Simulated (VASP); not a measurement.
# Nd2Sb2Rh (P-3m1) in VASP: notebook, part 2 of 2

VASP 6.6.1. The steps go on from the part before.

### 4 Relaxation of cell and atoms, PBE

This run uses another cell than the first one, of 29.00 Å³/atom.

INCAR reads:

```
ALGO     = Normal         # electronic algorithm
EDIFF    = 1E-7           # SCF threshold, eV
EDIFFG   = -0.04          # ionic threshold
ENCUT    = 500            # plane-wave cutoff, eV
GGA      = PE             # functional
GGA_COMPAT= F            
IBRION   = 2              # ionic algorithm
ISIF     = 3              # what is computed and relaxed
ISMEAR   = 0              # smearing method
LASPH    = T              # aspherical terms in the spheres
LCHARG   = F              # write CHGCAR
LMAXMIX  = 6              # l up to which the mixer works
LREAL    = F              # projectors in reciprocal space
LWAVE    = F              # write WAVECAR
NELM     = 200            # most SCF steps
NELMIN   = 4            
NSW      = 90             # ionic steps
PREC     = Accurate       # precision mode
SIGMA    = 0.1            # smearing width, eV
```

KPOINTS reads:

```
k-points
0
Gamma
  6 6 2
```

POSCAR reads:

```
Nd2Sb2Rh
1.0
    4.6660711200      0.0000000000      0.0000000000
   -2.3330355600      4.0409361300      0.0000000000
    0.0000000000      0.0000000000      7.6891909500
Nd Sb Rh
2 2 1
Direct
    0.3333333300      0.6666666700      0.6200000000
    0.6666666700      0.3333333300      0.3800000000
    0.3333333300      0.6666666700      0.2599999900
    0.6666666700      0.3333333300      0.7400000100
    0.0000000000      0.0000000000      0.0000000000
```

Potentials or basis: VASP PAW PBE potentials, release 64 (Nd_3, Sb, Rh_pv), 4f in core.

On the command line:

```bash
cat potpaw_PBE.64/Nd_3/POTCAR potpaw_PBE.64/Sb/POTCAR potpaw_PBE.64/Rh_pv/POTCAR > POTCAR
mpirun -np 1 vasp_std > vasp.out
```

OUTCAR:

```text
EDIFF = 1E-7
   EDIFFG = -0.04
   ENCUT = 500
   GGA = PE
   IBRION = 2
   ISIF = 3
   ISMEAR = 0
   LASPH = T
   LREAL = F
   NELM = 200
   NELMIN = 4
   NSW = 90
   PREC = Accurate

 ion  position               nearest neighbor table
   1  0.333  0.667  0.620-   3 2.77   4 2.85   4 2.85   4 2.85   2 3.27   2 3.27   2 3.27
   2  0.667  0.333  0.380-   4 2.77   3 2.85   3 2.85   3 2.85   1 3.27   1 3.27   1 3.27
   3  0.333  0.667  0.260-   1 2.77   2 2.85   2 2.85   2 2.85   5 3.35   5 3.35   5 3.35
   4  0.667  0.333  0.740-   2 2.77   1 2.85   1 2.85   1 2.85   5 3.35   5 3.35   5 3.35
   5  0.000  0.000  0.000-   3 3.35   4 3.35   4 3.35   3 3.35   4 3.35   3 3.35

  LATTYP: Found a hexagonal cell.
 ALAT       =     4.6660711200
 C/A-ratio  =     1.6478940745

  Lattice vectors:

 A1 = (   4.6660711200,   0.0000000000,   0.0000000000)
 A2 = (  -2.3330355600,   4.0409361300,   0.0000000000)
 A3 = (   0.0000000000,   0.0000000000,   7.6891909500)

Analysis of symmetry for initial positions (statically):
=====================================================================
 Subroutine PRICEL returns:
 Original cell was already a primitive cell.

 Routine SETGRP: Setting up the symmetry group for a
 hexagonal supercell.

 Subroutine GETGRP returns: Found 12 space group operations
 (whereof 12 operations were pure point group operations)
 out of a pool of 24 trial point group operations.

The static configuration has the point symmetry D_3d.

Analysis of symmetry for dynamics (positions and initial velocities):
=====================================================================
 Subroutine PRICEL returns:
 Original cell was already a primitive cell.

 Routine SETGRP: Setting up the symmetry group for a
 hexagonal supercell.

 Subroutine GETGRP returns: Found 12 space group operations
 (whereof 12 operations were pure point group operations)
 out of a pool of 24 trial point group operations.

The dynamic configuration has the point symmetry D_3d.

[... 106 lines left out ...]
   EMIN   =  10.00;   EMAX   =-10.00  energy-range for DOS
   EFERMI =   0.00;   METHOD = LEGACY
   ISMEAR =     0;   SIGMA  =   0.10  broadening in eV -4-tet -1-fermi 0-gaus
   EFERMI_NEDOS =   21; number of points for ismear=-14 and -15
   IALGO  =     38    algorithm
   IMIX   =      4    mixing-type and parameters
     AMIX     =   0.40;   BMIX     =  1.00
     AMIX_MAG =   1.60;   BMIX_MAG =  1.00
  volume/ion in A,a.u.               =      29.00       195.68
  Fermi-wavevector in a.u.,A,eV,Ry     =   1.124612  2.125209 17.208004  1.264753
  Thomas-Fermi vector in A             =   2.261285
   LORBIT       =      0    0 simple, 1 ext, 2 COOP (PROOUT), +10 PAW based schemes
   GGA     = PE    functional components
   LHFCALC =     F    Hartree Fock is set to
   AEXX    =    0.0000 exact exchange contribution
   IVDW    =     0    specifies the selected vdW correction
   LEPSILON=     F    determine dielectric tensor
   LRPA    =     F    only Hartree local field effects (RPA)
 conjugate gradient relaxation of ions
 non-spin polarized calculation
 Gauss-broadening in eV      SIGMA  =   0.10
  energy-cutoff  :      500.00
  volume of cell :      144.98
 maximum number of plane-waves:      3709
 NGX is ok and might be reduce to    36
   NGX = 17   NGY = 17   NGZ = 29

--------------------------------------- Ionic step        1  -------------------------------------------

 number of electron      46.9999999 magnetization

 Free energy of the ion-electron system (eV)
  ---------------------------------------------------
  ext. energy  EPLUGINS =         0.00000000
  ---------------------------------------------------
  free energy    TOTEN  =       -22.04028058 eV

  energy without entropy =      -22.00982915  energy(sigma->0) =      -22.02505487

------------------------ aborting loop because EDIFF is reached ----------------------------------------

  FORCE on cell =-STRESS in cart. coord.  units (eV):
  Direction    XX          YY          ZZ          XY          YZ          ZX
  --------------------------------------------------------------------------------------
  -------------------------------------------------------------------------------------
  Total       10.3877968     10.3877969     13.1091678     -0.0000000     -0.0000000      0.0000000
  in kB      114.7942259    114.7942261    144.8677512     -0.0000000     -0.0000000      0.0000000
  external PRESSURE =     124.8187344 kB  Pullay stress =       0.0000000 kB
[... 983 lines left out ...]
     27       7.0222      0.00000
     28       7.3717      0.00000

[... ionic steps 4 to 35 ...]

--------------------------------------- Ionic step       36  -------------------------------------------

 number of electron      46.9999995 magnetization

------------------------ aborting loop because EDIFF is reached ----------------------------------------
[... 73 lines left out ...]
--------------------------------------- Ionic step       38  -------------------------------------------

 number of electron      46.9999993 magnetization

 Free energy of the ion-electron system (eV)
  ---------------------------------------------------
  ext. energy  EPLUGINS =         0.00000000
  ---------------------------------------------------
  free energy    TOTEN  =       -27.25879182 eV

  energy without entropy =      -27.22003491  energy(sigma->0) =      -27.23941336

 E-fermi :   6.3117     XC(G=0): -10.0975

 val. band max:        6.3088023441   @ k =   0.1667  -0.0000   0.0000
 cond. band min:       6.3169403242   @ k =   0.1667  -0.0000   0.5000
 fundamental gap:      0.0081379801
 Fermi energy:         6.3116527609
[... 464 lines left out ...]
  FREE ENERGIE OF THE ION-ELECTRON SYSTEM (eV)
  ---------------------------------------------------
  free  energy   TOTEN  =       -27.2587918181 eV

  energy  without entropy=      -27.2200349105  energy(sigma->0) =      -27.23941336

 reached required accuracy - stopping structural energy minimisation
```

OSZICAR:

```text
N       E                     dE             d eps       ncg     rms          rms(c)
DAV:   1     0.402440795443E+03    0.40244E+03   -0.22183E+04   872   0.146E+03
DAV:   2     0.307530730116E+01   -0.39937E+03   -0.39068E+03   872   0.386E+02
DAV:   3    -0.229013498845E+02   -0.25977E+02   -0.24591E+02  1300   0.803E+01
[... 530 lines left out ...]
DAV:   6    -0.272587600267E+02   -0.14976E-04   -0.41966E-05   960   0.362E-02    0.336E-02
DAV:   7    -0.272587818398E+02   -0.21813E-04   -0.27454E-05  1356   0.286E-02    0.199E-02
DAV:   8    -0.272587914973E+02   -0.96575E-05   -0.74514E-06  1128   0.164E-02    0.472E-03
DAV:   9    -0.272587918800E+02   -0.38273E-06   -0.16003E-06   976   0.614E-03    0.205E-03
DAV:  10    -0.272587918181E+02    0.61872E-07   -0.10734E-07   476   0.190E-03
  38 F= -.27258792E+02 E0= -.27239413E+02  d E =-.782872E-03
```

Run time: 20 min. Hardware: 1 thread of Intel Xeon Platinum 8488C (Sapphire Rapids), shared host; peak memory 0.32 GiB.

Results:

```
Free energy                           : -27.2588 eV
Relaxed volume                        : 28.27 Å³/atom
Relaxed cell                          : a = 4.442 Å, b = 4.442 Å, c = 8.274 Å, α = 90.00°, β = 90.00°, γ = 120.00°
Space group after relaxing (to 0.1 Å) : P-3m1 (No. 164)
Energy gained by relaxing             : 1043.7 meV/atom
Ionic steps                           : 38
Pressure after relaxing               : 0.0 GPa
Largest force after relaxing          : 0.034 eV/Å
Band gap on the k mesh                : zero (an odd number of electrons rules out a gap without spin polarisation)
```

Forces in eV/Å, atoms in the order of the input:
```
Nd   0.000  0.000  0.034
Nd   0.000  0.000 -0.034
Sb   0.000  0.000  0.032
Sb   0.000  0.000 -0.032
Rh   0.000  0.000  0.000
```

The path:
```csv
step,energy change (eV),largest force (eV/Å),pressure (GPa),volume (Å³)
1,0.0000,5.7775,12.48,144.98
2,-1.7943,0.8587,-7.05,197.70
3,-2.2580,1.3284,-3.47,176.59
4,-2.2587,1.3811,-3.27,175.83
5,-2.9780,1.6761,-2.80,164.78
6,-4.4096,1.8069,4.30,133.49
7,-4.3221,1.3295,9.03,125.74
8,-4.4125,1.6924,5.82,130.61
9,-4.6990,0.5653,3.98,132.76
10,-4.7241,0.4238,3.54,133.89
11,-4.7271,0.3436,3.61,133.61
12,-4.8079,0.2315,0.53,139.17
13,-4.8099,0.2485,-0.03,140.34
14,-4.8171,0.2440,-0.10,140.38
15,-4.8394,0.2287,-0.24,140.46
16,-4.8774,0.3250,-0.30,140.54
17,-4.9450,0.6381,0.05,140.39
18,-5.0789,0.8974,2.48,138.94
19,-3.4045,3.2113,16.98,131.89
20,-5.0720,0.9037,2.92,138.75
21,-5.0757,0.8902,2.88,138.90
22,-5.0856,0.8473,2.75,139.35
23,-5.0990,0.7562,2.52,140.22
24,-5.0994,0.5905,2.16,141.90
25,-5.1034,0.6542,2.30,141.21
26,-5.1124,0.6277,2.02,141.59
27,-5.1340,0.5500,1.22,142.71
28,-5.1538,0.4023,-0.26,144.97
29,-5.1542,0.3797,-0.48,145.32
30,-5.1584,0.3684,-0.46,145.17
31,-5.1702,0.3340,-0.40,144.73
32,-5.1895,0.2638,-0.27,143.83
33,-5.2125,0.1172,0.04,142.06
34,-5.2030,0.1517,0.72,138.53
35,-5.2177,0.0408,0.28,140.80
36,-5.2177,0.0399,0.30,140.70
37,-5.2182,0.0593,-0.28,141.80
38,-5.2185,0.0344,-0.04,141.35
```

Final structure:
```yaml
crystal:
  lattice:
    - [4.44158, 0.00000, 0.00000]
    - [-2.22079, 3.84652, 0.00000]
    - [0.00000, 0.00000, 8.27368]
  atoms:
    - { symbol: Nd, position: [0.33333, 0.66667, 0.67030] }
    - { symbol: Nd, position: [0.66667, 0.33333, 0.32970] }
    - { symbol: Sb, position: [0.33333, 0.66667, 0.12998] }
    - { symbol: Sb, position: [0.66667, 0.33333, 0.87002] }
    - { symbol: Rh, position: [0.00000, 0.00000, 0.00000] }
```

Caveat: the k points lie up to 0.38 Å⁻¹ apart in the final cell, too coarse for converged energies and pressures of a metal; the electronic state changed during the relaxation; spin-orbit coupling is left out, which moves the levels of the heavy elements; the 4f electrons are frozen in the core, so they carry no moment and show no levels. Spin polarisation is off, so any magnetic state and its effect on volume and gap are missing.

### 5 Single point, PBE, collinear spin, ferromagnetic start

INCAR reads:

```
ALGO = Normal
EDIFF = 1E-6
ENCUT = 500
GGA = PE
GGA_COMPAT = F
ISIF = 2
ISMEAR = 0
ISPIN = 2
LASPH = T
LCHARG = F
LMAXMIX = 6
LORBIT = 11
LREAL = F
LWAVE = F
MAGMOM = 0 0 0 0 1
NBANDS = 36
NELM = 200
PREC = Accurate
SIGMA = 0.1
```

KPOINTS is that of step 4.

POSCAR reads:

```
Nd2Sb2Rh
1.0
    4.4224944621      0.0000000000      0.0000000000
   -2.2112472310      3.8299925523      0.0000000000
    0.0000000000      0.0000000000      8.3635809249
Nd Sb Rh
2 2 1
Direct
    0.3333333333      0.6666666667      0.6710279336
    0.6666666667      0.3333333333      0.3289720664
    0.3333333333      0.6666666667      0.1312539859
    0.6666666667      0.3333333333      0.8687460141
    0.0000000000      0.0000000000      0.0000000000
```

On the command line:

```bash
cat potpaw_PBE.64/Nd_3/POTCAR potpaw_PBE.64/Sb/POTCAR potpaw_PBE.64/Rh_pv/POTCAR > POTCAR
mpirun -np 1 vasp_std > vasp.out
```

Wall time 1.7 min (1 thread of Intel Xeon Platinum 8488C (Sapphire Rapids), shared host); peak memory 0.36 GiB.

It converged, with:

```yaml
Free_energy: -27.2606 eV
Pressure: 0.1 GPa
Largest_force: 0.042 eV/Å
Net_moment: 0.00 μB per cell
Valence_electrons_inside_the_program's_atomic_spheres: Nd 8.82; Sb 2.49; Rh 13.77
```

Forces on the atoms (eV/Å):
```
Nd   0.000  0.000 -0.021
Nd   0.000  0.000  0.021
Sb   0.000  0.000 -0.042
Sb   0.000  0.000  0.042
Rh   0.000  0.000  0.000
```

Levels at points of the mesh, in eV from the Fermi level:
Spin up:
| k point | band 19 | band 20 | band 21 | band 22 | band 23 | band 24 | band 25 | band 26 | band 27 | band 28 |
| --- | --- | --- | --- | --- | --- | --- | --- | --- | --- | --- |
| (0.00, 0.00, 0.00) | -1.68 | -1.68 | -1.64 | -1.46 | -0.18 | 0.12 | 0.12 | 0.17 | 0.86 | 0.86 |
| (0.50, 0.00, 0.00) | -2.57 | -2.50 | -2.40 | -2.23 | -0.64 | 0.32 | 0.63 | 0.69 | 1.17 | 1.43 |
| (0.00, 0.00, 0.50) | -2.37 | -1.58 | -1.46 | -1.46 | -0.31 | -0.31 | 0.55 | 0.55 | 0.64 | 1.48 |
| (0.50, 0.00, 0.50) | -2.52 | -2.40 | -2.35 | -2.12 | -0.63 | 0.19 | 0.23 | 1.18 | 1.62 | 1.66 |
Spin down:
```csv
k point,band 20,band 21,band 22,band 23,band 24,band 25,band 26,band 27
"(0.00, 0.00, 0.00)",-1.68,-1.64,-1.46,-0.18,0.12,0.12,0.17,0.86
"(0.50, 0.00, 0.00)",-2.50,-2.40,-2.23,-0.64,0.32,0.63,0.69,1.17
"(0.00, 0.00, 0.50)",-1.58,-1.46,-1.46,-0.31,-0.31,0.55,0.55,0.64
"(0.50, 0.00, 0.50)",-2.40,-2.35,-2.12,-0.63,0.19,0.23,1.18,1.62
```

Caveat: the k points lie up to 0.38 Å⁻¹ apart; the magnetic or orbital state may not be the lowest; spin-orbit coupling is left out, which moves the levels of the heavy elements; the 4f electrons are frozen in the core, so they carry no moment and show no levels. The state reached can hang on the start; a lower one may exist.

### 6 Single point, PBE

This run uses another cell than the first one, of 28.25 Å³/atom.

INCAR reads:

```
ALGO = Normal
EDIFF = 1E-6
ENCUT = 500
GGA = PE
GGA_COMPAT = False
ISIF = 2
ISMEAR = 0
LASPH = True
LCHARG = True
LELF = True
LMAXMIX = 6
LREAL = False
LVHAR = True
LWAVE = False
NBANDS = 32
NELM = 200
PREC = Accurate
SIGMA = 0.1
```

KPOINTS reads:

```
k-points
0
Gamma
  12 12 6
```

POSCAR reads:

```
Nd2Sb2Rh
1.0
    4.4011281624      0.0000000000      0.0000000000
   -2.2005640812      3.8114887940      0.0000000000
    0.0000000000      0.0000000000      8.4198615447
Nd Sb Rh
2 2 1
Direct
    0.3333333333      0.6666666667      0.6691322084
    0.6666666667      0.3333333333      0.3308677916
    0.3333333333      0.6666666667      0.1312217562
    0.6666666667      0.3333333333      0.8687782438
    0.0000000000      0.0000000000      0.0000000000
```

Potentials or basis: VASP PAW PBE potentials, release 64 (Nd_3, Sb, Rh_pv), 4f in core.

On the command line:

```bash
cat potpaw_PBE.64/Nd_3/POTCAR potpaw_PBE.64/Sb/POTCAR potpaw_PBE.64/Rh_pv/POTCAR > POTCAR
mpirun -np 1 vasp_std > vasp.out
```

Run time: 3.5 min. Hardware: 1 thread of Intel Xeon Platinum 8488C (Sapphire Rapids), shared host; peak memory 0.54 GiB.

It converged, with:

```
Free energy            : -27.2675 eV
Pressure               : 0.1 GPa
Largest force          : 0.040 eV/Å
Band gap on the k mesh : zero (an odd number of electrons rules out a gap without spin polarisation)
```

Forces in eV/Å, atoms in the order of the input:
```
Nd   0.000  0.000 -0.016
Nd   0.000  0.000  0.016
Sb   0.000  0.000 -0.040
Sb   0.000  0.000  0.040
Rh   0.000  0.000  0.000
```

Levels at points of the mesh, in eV from the Fermi level:
```csv
k point,band 19,band 20,band 21,band 22,band 23,band 24,band 25,band 26,band 27,band 28
"(0.00, 0.00, 0.00)",-1.68,-1.64,-1.64,-1.53,-0.18,0.14,0.14,0.20,0.85,0.85
"(0.50, 0.00, 0.00)",-2.59,-2.51,-2.42,-2.25,-0.65,0.26,0.65,0.70,1.21,1.42
"(0.00, 0.00, 0.50)",-2.39,-1.61,-1.41,-1.41,-0.30,-0.30,0.55,0.55,0.64,1.45
"(0.50, 0.00, 0.50)",-2.53,-2.42,-2.37,-2.14,-0.64,0.18,0.21,1.18,1.54,1.57
```

Caveat: spin-orbit coupling is left out, which moves the levels of the heavy elements; the 4f electrons are frozen in the core, so they carry no moment and show no levels. Spin polarisation is off, so any magnetic state and its effect on volume and gap are missing.

### 7 The runs side by side

```tsv
task	spin	cell	k mesh	gap on the mesh (eV)	pressure (GPa)	largest force (eV/Å)
single point	off	a = 4.422, b = 4.422, c = 8.364 Å, angles 90.0, 90.0, 120.0°, 5 atoms, atomic positions A	6 × 6 × 2	none	0.1	0.04
single point	off	a = 4.666, b = 4.666, c = 7.689 Å, angles 90.0, 90.0, 120.0°, 5 atoms, atomic positions B	6 × 6 × 2	none	12.5	5.78
relaxation of cell and atoms	off	relaxed from a = 4.666, b = 4.666, c = 7.689 Å, angles 90.0, 90.0, 120.0°, 5 atoms, atomic positions B	6 × 6 × 2	none	0.0	0.03
single point	collinear, ferromagnetic start	a = 4.422, b = 4.422, c = 8.364 Å, angles 90.0, 90.0, 120.0°, 5 atoms, atomic positions A	6 × 6 × 2	none	0.1	0.04
single point	off	a = 4.401, b = 4.401, c = 8.420 Å, angles 90.0, 90.0, 120.0°, 5 atoms, atomic positions C	12 × 12 × 6	none	0.1	0.04
```

Alike in all rows: level PBE; potentials or basis VASP PAW PBE potentials, release 64 (Nd_3, Sb, Rh_pv), 4f in core; cutoff (eV) 500; smearing gaussian 0.1 eV.

Caveats: some runs use coarse meshes; spin-orbit coupling is left out, which moves the levels of the heavy elements; the 4f electrons are frozen in the core, so they carry no moment and show no levels; forces of over 1 eV/Å act on the atoms, so gaps and moduli don't describe the material at rest (at least some runs); the electronic state changed during the relaxation (at least some runs); the magnetic or orbital state may not be the lowest (at least some runs).

Total energies depend on the potentials used, so only differences within one code and one set of settings carry meaning.
